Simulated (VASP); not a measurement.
Input of a VASP 6.6.1 run:

The input INCAR:

```
SYSTEM = Hf3H
PREC = Accurate ; ENCUT = 520
EDIFF = 1E-6 ; ISMEAR = 0
SIGMA = 0.2 ; LREAL = .FALSE.
LASPH = .TRUE. ; NELM = 80
ALGO = Normal ; ISIF = 2
LWAVE = .FALSE. ; LCHARG = .FALSE.
GGA = PE ; NBANDS = 24
```

KPOINTS

```
Automatic mesh
0
G
  7 7 3
  0 0 0
```

The input POSCAR:

```
Hf3H
1.0
    3.1837168817      0.0000000000      0.0000000000
   -1.5918584408      2.7571796980      0.0000000000
    0.0000000000      0.0000000000      7.8351966114
Hf H
3 1
Direct
    0.6666666667      0.3333333333      0.6725722197
    0.3333333333      0.6666666667      0.3274277803
    0.0000000000      0.0000000000      0.0000000000
    0.0000000000      0.0000000000      0.5000000000
```

Potentials or basis: VASP PAW PBE potentials, release 64 (Hf_pv, H).

Run with:

```bash
$ cat potpaw_PBE.64/Hf_pv/POTCAR potpaw_PBE.64/H/POTCAR > POTCAR
$ mpirun -np 1 vasp_std > vasp.out
```

(1) What does it give for the largest force?

(2) Predict the pressure.

## Answers

(1) 0.012 eV/Å.

(2) -0.6 GPa.
